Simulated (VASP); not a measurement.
# Rb (Im-3m) in VASP: settings compared

The runs below take Rb through relaxation of cell and atoms, single point, with PBEsol, LDA.

All numbers are computed with VASP 6.6.1; they aren't measurements. Logs are shortened: lines on timing, memory, paths and dates and some standing lists are left out, and cuts for length are marked.

**1. The cell of the first run**

The structure is cubic, space group Im-3m (No. 229). The conventional cell has a = 5.605 Å, b = 5.605 Å, c = 5.605 Å, α = 90.00°, β = 90.00°, γ = 90.00°.

**2. Relaxation of cell and atoms, PBEsol, target pressure 20 GPa, at which the enthalpy is minimised**

INCAR reads:

```
PREC = Accurate
ENCUT = 600
EDIFF = 1E-7
ISMEAR = -1
SIGMA = 0.05
LREAL = F
LASPH = T
NELM = 100
ALGO = Normal
ISIF = 3
LWAVE = F
LCHARG = F
GGA = PS
IBRION = 2
NSW = 60
EDIFFG = -0.01
PSTRESS = 200.0
```

KPOINTS reads:

```
regular mesh
0
Gamma
  7 7 7
```

POSCAR reads:

```
Rb
1.0
   -2.8025000000      2.8025000000      2.8025000000
    2.8025000000     -2.8025000000      2.8025000000
    2.8025000000      2.8025000000     -2.8025000000
Rb
1
Direct
    0.0000000000      0.0000000000      0.0000000000
```

Potentials or basis: VASP PAW PBE potentials, release 64 (Rb_sv).

Run with:

```bash
$ cat potpaw_PBE.64/Rb_sv/POTCAR > POTCAR
$ mpirun -np 1 vasp_std > vasp.out
```

OUTCAR:

```text
PREC = Accurate
   ENCUT = 600
   EDIFF = 1E-7
   ISMEAR = -1
   LREAL = F
   LASPH = T
   NELM = 100
   ISIF = 3
   GGA = PS
   IBRION = 2
   NSW = 60
   EDIFFG = -0.01
   PSTRESS = 200.0

 ion  position               nearest neighbor table
   1  0.000  0.000  0.000-

  LATTYP: Found a body centered cubic cell.
 ALAT       =     5.6050000000

  Lattice vectors:

 A1 = (  -2.8025000000,   2.8025000000,   2.8025000000)
 A2 = (   2.8025000000,  -2.8025000000,   2.8025000000)
 A3 = (   2.8025000000,   2.8025000000,  -2.8025000000)

Analysis of symmetry for initial positions (statically):
=====================================================================
 Subroutine PRICEL returns:
 Original cell was already a primitive cell.

 Routine SETGRP: Setting up the symmetry group for a
 body centered cubic supercell.

 Subroutine GETGRP returns: Found 48 space group operations
 (whereof 48 operations were pure point group operations)
 out of a pool of 48 trial point group operations.

The static configuration has the point symmetry O_h .

Analysis of symmetry for dynamics (positions and initial velocities):
=====================================================================
 Subroutine PRICEL returns:
 Original cell was already a primitive cell.

 Routine SETGRP: Setting up the symmetry group for a
 body centered cubic supercell.

 Subroutine GETGRP returns: Found 48 space group operations
 (whereof 48 operations were pure point group operations)
 out of a pool of 48 trial point group operations.

The dynamic configuration has the point symmetry O_h .

 Subroutine INISYM returns: Found 48 space group operations
 (whereof 48 operations are pure point group operations),
 and found     1 'primitive' translations

----------------------------------------------------------------------------------------

                                     Primitive cell

  volume of cell :      88.0434

  direct lattice vectors                    reciprocal lattice vectors
    -2.802500000  2.802500000  2.802500000     0.000000000  0.178412132  0.178412132
     2.802500000 -2.802500000  2.802500000     0.178412132  0.000000000  0.178412132
     2.802500000  2.802500000 -2.802500000     0.178412132  0.178412132  0.000000000

  length of vectors
     4.854072388  4.854072388  4.854072388     0.252312857  0.252312857  0.252312857

  position of ions in fractional coordinates (direct lattice)
     0.000000000  0.000000000  0.000000000

  ion indices of the primitive-cell ions
   primitive index   ion index
                 1           1

----------------------------------------------------------------------------------------

 KPOINTS: regular mesh

Automatic generation of k-mesh.
 Grid dimensions read from file:
 generate k-points for:    7    7    7

 Generating k-lattice:

  Cartesian coordinates                     Fractional coordinates (reciprocal lattice)
     0.000000000  0.025487447  0.025487447     0.142857143  0.000000000  0.000000000
     0.025487447  0.000000000  0.025487447     0.000000000  0.142857143  0.000000000
     0.025487447  0.025487447  0.000000000     0.000000000  0.000000000  0.142857143

  Length of vectors
     0.036044694  0.036044694  0.036044694

  Shift w.r.t. Gamma in fractional coordinates (k-lattice)
     0.000000000  0.000000000  0.000000000

 Subroutine IBZKPT returns following result:
 ===========================================

 Found     20 irreducible k-points:

 Following reciprocal coordinates:
            Coordinates               Weight
  0.000000  0.000000  0.000000      1.000000
  0.142857  0.000000  0.000000     12.000000
  0.285714  0.000000  0.000000     12.000000
  0.428571  0.000000  0.000000     12.000000
  0.142857  0.142857  0.000000     24.000000
  0.285714  0.142857  0.000000     48.000000
[... 12 lines left out ...]
 -0.428571 -0.428571  0.285714      8.000000
 -0.428571  0.428571  0.428571      6.000000
   k-points           NKPTS =     20   k-points in BZ     NKDIM =     20   number of bands    NBANDS=      8
   number of dos      NEDOS =    301   number of ions     NIONS =      1
   total plane-waves  NPLWV =  64000
   dimension x,y,z NGX =    40 NGY =   40 NGZ =   40
   dimension x,y,z NGXF=    80 NGYF=   80 NGZF=   80
   ions per type =               1
   NGX,Y,Z   is equivalent  to a cutoff of  13.70, 13.70, 13.70 a.u.
   NGXF,Y,Z  is equivalent  to a cutoff of  27.40, 27.40, 27.40 a.u.
 SYSTEM =  unknown system
   PREC   = accura    normal or accurate (medium, high low for compatibility)
   ISTART =      0    job   : 0-new  1-cont  2-samecut
   ICHARG =      2    charge: 1-file 2-atom 10-const
   ISPIN  =      1    spin polarized calculation?
   LNONCOLLINEAR =      F non collinear calculations
   LSORBIT =      F    spin-orbit coupling
   LASPH  =      T    aspherical Exc in radial PAW
   ENCUT  =  600.0 eV  44.10 Ry    6.64 a.u.   9.69  9.69  9.69*2*pi/ulx,y,z
   NELM   =    100;   NELMIN=  2; NELMDL= -5     # of ELM steps
   EDIFF  = 0.1E-06   stopping-criterion for ELM
   LREAL  =      F    real-space projection
   EDIFFG = -.1E-01   stopping-criterion for IOM
   NSW    =     60    number of steps for IOM
   IBRION =      2    ionic relax: 0-MD 1-quasi-New 2-CG
   NFREE  =      1    steps in history (QN), initial steepest desc. (CG)
   ISIF   =      3    stress and relaxation
   ISYM   =      2    0-nonsym 1-usesym 2-fastsym
   POTIM  = 0.5000    time-step for ionic-motion
   TEBEG  =    0.0;   TEEND  =   0.0 temperature during run
   PSTRESS=  200.0 pullay stress
   NELECT =       9.0000    total number of electrons
   NUPDOWN=      -1.0000    fix difference up-down
   EMIN   =  10.00;   EMAX   =-10.00  energy-range for DOS
   EFERMI =   0.00;   METHOD = LEGACY
   ISMEAR =    -1;   SIGMA  =   0.05  broadening in eV -4-tet -1-fermi 0-gaus
   EFERMI_NEDOS =   21; number of points for ismear=-14 and -15
   IALGO  =     38    algorithm
   IMIX   =      4    mixing-type and parameters
     AMIX     =   0.40;   BMIX     =  1.00
     AMIX_MAG =   1.60;   BMIX_MAG =  1.00
  volume/ion in A,a.u.               =      88.04       594.15
  Fermi-wavevector in a.u.,A,eV,Ry     =   0.765462  1.446513  7.972081  0.585931
  Thomas-Fermi vector in A             =   1.865587
   LORBIT       =      0    0 simple, 1 ext, 2 COOP (PROOUT), +10 PAW based schemes
   GGA     = PS    functional components
   LHFCALC =     F    Hartree Fock is set to
   AEXX    =    0.0000 exact exchange contribution
   IVDW    =     0    specifies the selected vdW correction
   LEPSILON=     F    determine dielectric tensor
   LRPA    =     F    only Hartree local field effects (RPA)
 conjugate gradient relaxation of ions
 non-spin polarized calculation
  energy-cutoff  :      600.00
  volume of cell :       88.04
 maximum number of plane-waves:      2954
   NGX = 19   NGY = 19   NGZ = 19

--------------------------------------- Ionic step        1  -------------------------------------------

 number of electron       9.0000000 magnetization

 Free energy of the ion-electron system (eV)
  ---------------------------------------------------
  ext. energy  EPLUGINS =         0.00000000
  ---------------------------------------------------
  free energy    TOTEN  =        -1.03034220 eV

  energy without entropy =       -1.02246999  energy(sigma->0) =       -1.02640610

------------------------ aborting loop because EDIFF is reached ----------------------------------------

  FORCE on cell =-STRESS in cart. coord.  units (eV):
  Direction    XX          YY          ZZ          XY          YZ          ZX
  --------------------------------------------------------------------------------------
  -------------------------------------------------------------------------------------
  Total       -0.0337273     -0.0337273     -0.0337273      0.0000000     -0.0000000      0.0000000
  in kB       -0.6137559     -0.6137559     -0.6137559      0.0000000     -0.0000000      0.0000000
  external PRESSURE =    -200.6137559 kB  Pullay stress =     200.0000000 kB
[... 24 lines left out ...]
--------------------------------------- Ionic step        2  -------------------------------------------

 number of electron       9.0000000 magnetization

 E-fermi :  14.9144     XC(G=0): -15.4188

 val. band max:       14.8555517108   @ k =  -0.4286  -0.4286   0.1429
 cond. band min:      15.0746449556   @ k =  -0.2857   0.2857   0.1429
 fundamental gap:      0.2190932449
 Fermi energy:        14.9144412450

 k-point     1 :       0.0000    0.0000    0.0000
  band No.  band energies     occupation
      1     -24.7732      2.00000
      2       7.7794      2.00000
      3       7.7794      2.00000
      4       7.7794      2.00000
      5      20.3253      0.00000
      6      20.3253      0.00000
      7      20.3253      0.00000
      8      25.7042      0.00000
[... 276 lines left out ...]
  energy  without entropy=        0.1438376563  energy(sigma->0) =        0.13593138

  enthalpy is  TOTEN    =         4.2750381287 eV   P V=        4.1470130157

 E-fermi :   3.8569     XC(G=0):  -9.0020

 val. band max:        3.8451159953   @ k =  -0.4286   0.4286   0.1429
 cond. band min:       4.0420939327   @ k =  -0.4286  -0.4286   0.2857
 fundamental gap:      0.1969779374
 Fermi energy:         3.8569441001

 k-point     1 :       0.0000    0.0000    0.0000
  band No.  band energies     occupation
      1     -25.4267      2.00000
      2      -8.5084      2.00000
      3      -8.5084      2.00000
      4      -8.5084      2.00000
      5       0.9120      2.00000
      6       8.2360      0.00000
      7       8.2360      0.00000
      8       8.2360      0.00000
[... 199 lines left out ...]
 k-point    20 :      -0.4286    0.4286    0.4286
  band No.  band energies     occupation
      1     -24.8967      2.00000
      2      -9.8147      2.00000
      3      -9.7161      2.00000
      4      -9.7161      2.00000
      5       3.4527      1.99938
      6       3.6164      1.98384
      7      10.9938      0.00000
      8      11.5961      0.00000

 E-fermi :   5.3228     XC(G=0): -10.0466

 val. band max:        5.1517119406   @ k =  -0.4286   0.4286   0.1429
 cond. band min:       5.4222297009   @ k =   0.2857   0.1429   0.0000
 fundamental gap:      0.2705177603
 Fermi energy:         5.3227677354

 k-point     1 :       0.0000    0.0000    0.0000
  band No.  band energies     occupation
      1     -24.6484      2.00000
      2      -6.8264      2.00000
      3      -6.8264      2.00000
      4      -6.8264      2.00000
      5       2.8202      2.00000
      6       9.8055      0.00000
      7       9.8055      0.00000
      8       9.8055      0.00000
[... 199 lines left out ...]
 k-point    20 :      -0.4286    0.4286    0.4286
  band No.  band energies     occupation
      1     -23.5268      2.00000
      2      -8.9952      2.00000
      3      -8.8237      2.00000
      4      -8.8237      2.00000
      5       4.0854      2.00000
      6       4.4150      2.00000
      7      13.9262      0.00000
      8      13.9262      0.00000

[... ionic steps 4 to 23 ...]

--------------------------------------- Ionic step       24  -------------------------------------------

 number of electron       9.0000000 magnetization

------------------------ aborting loop because EDIFF is reached ----------------------------------------
[... 69 lines left out ...]
--------------------------------------- Ionic step       26  -------------------------------------------

 number of electron       9.0000000 magnetization

 Free energy of the ion-electron system (eV)
  ---------------------------------------------------
  ext. energy  EPLUGINS =         0.00000000
  ---------------------------------------------------
  free energy    TOTEN  =         0.89268268 eV

  energy without entropy =        0.90168481  energy(sigma->0) =        0.89718374

 E-fermi :   5.0967     XC(G=0):  -9.8922

 val. band max:        4.9557413159   @ k =  -0.4286   0.4286   0.1429
 cond. band min:       5.1857270380   @ k =   0.2857   0.1429   0.0000
 fundamental gap:      0.2299857221
 Fermi energy:         5.0966948301

 k-point     1 :       0.0000    0.0000    0.0000
  band No.  band energies     occupation
      1     -24.7562      2.00000
      2      -7.0939      2.00000
      3      -7.0939      2.00000
      4      -7.0939      2.00000
      5       2.5036      2.00000
      6       9.5702      0.00000
      7       9.5702      0.00000
      8       9.5702      0.00000
[... 239 lines left out ...]
  energy  without entropy=        0.9016848076  energy(sigma->0) =        0.89718374

  enthalpy is  TOTEN    =         4.1084195263 eV   P V=        3.2157368495

 reached required accuracy - stopping structural energy minimisation
```

Run time: 7.4 min. Hardware: 1 thread of AMD EPYC 7R13, shared host; peak memory 0.27 GiB.

What came out:

| Quantity | Value |
| --- | --- |
| Free energy | 0.8927 eV |
| Relaxed volume | 25.76 Å³/atom |
| Relaxed cell | a = 3.223 Å, b = 3.223 Å, c = 3.223 Å, α = 109.47°, β = 109.47°, γ = 109.47° |
| Space group after relaxing (to 0.05 Å) | Im-3m (No. 229) |
| Energy change on relaxing (the enthalpy is what falls) | +1923.0 meV/atom |
| Ionic steps | 26 |
| Pressure after relaxing | 20.0 GPa |

Step by step:
```csv
step,energy change (eV),largest force (eV/Å),pressure (GPa),volume (Å³)
1,0.0000,0.0000,-0.06,88.04
2,13.7199,0.0000,535.37,9.03
3,1.1584,0.0000,13.17,33.22
4,1.2983,0.0000,14.86,31.62
5,1.6809,0.0000,17.02,27.91
6,3.8943,0.0000,65.08,16.74
7,1.8200,0.0000,18.13,26.63
8,2.0352,0.0000,22.24,24.91
9,1.9171,0.0000,19.84,25.81
10,1.9171,0.0000,19.83,25.81
11,1.9172,0.0000,19.83,25.81
12,1.9172,0.0000,19.84,25.81
13,1.9172,0.0000,19.84,25.81
14,1.9172,0.0000,19.84,25.81
15,1.9172,0.0000,19.84,25.81
16,1.9172,0.0000,19.84,25.81
17,1.9172,0.0000,19.84,25.81
18,1.9172,0.0000,19.84,25.81
19,1.9172,0.0000,19.84,25.81
20,1.9173,0.0000,19.85,25.81
21,1.9174,0.0000,19.83,25.81
22,1.9176,0.0000,19.84,25.80
23,1.9179,0.0000,19.85,25.80
24,1.9187,0.0000,19.87,25.80
25,1.9201,0.0000,19.89,25.78
26,1.9230,0.0000,19.95,25.76
```

Final structure:
```xyz
1
Lattice="-1.8605 1.8605 1.8605 1.8605 -1.8605 1.8605 1.8605 1.8605 -1.8605" Properties=species:S:1:pos:R:3 pbc="T T T"
Rb    0.0000    0.0000    0.0000
```

Caveat: the cell is relaxed towards a set pressure, so the enthalpy falls and the energy may rise; the volume moved by over 15 % at a fixed basis, so the end points are rough; the PAW data sets were made with another functional, which shifts forces and pressure a little.

**3. Single point, LDA**

This run uses another cell than the first one, of 82.76 Å³/atom, 0.940 times its volume.

INCAR reads:

```
ALGO = Normal ; EDIFF = 1E-6
ENCUT = 520 ; GGA = CA
ISIF = 2 ; ISMEAR = -1
LASPH = T ; LCHARG = T
LELF = T ; LREAL = F
LVHAR = T ; LWAVE = F
NBANDS = 10 ; NELM = 100
PREC = Accurate ; SIGMA = 0.05
```

KPOINTS reads:

```
k-points
0
Gamma
  7 7 7
```

POSCAR reads:

```
Rb
1.0
   -2.7452900697      2.7452900697      2.7452900697
    2.7452900697     -2.7452900697      2.7452900697
    2.7452900697      2.7452900697     -2.7452900697
Rb
1
Direct
    0.0000000000      0.0000000000      0.0000000000
```

Potentials or basis: VASP PAW LDA potentials, release 64 (Rb_sv).

Run with:

```bash
$ cat potpaw_LDA.64/Rb_sv/POTCAR > POTCAR
$ mpirun -np 1 vasp_std > vasp.out
```

Run time: 15 s. Hardware: 1 thread of Intel Xeon Platinum 8375C at 2.90GHz (Ice Lake), shared host; peak memory 0.17 GiB.

Results (log left out):

| Quantity | Value |
| --- | --- |
| Free energy | -1.0628 eV |
| Pressure | -0.2 GPa |

Levels at points of the mesh, in eV from the Fermi level:
| k point | band 2 | band 3 | band 4 | band 5 | band 6 | band 7 | band 8 | band 9 |
| --- | --- | --- | --- | --- | --- | --- | --- | --- |
| (0.00, 0.00, 0.00) | -12.83 | -12.83 | -12.83 | -2.11 | 3.67 | 3.67 | 3.67 | 4.71 |
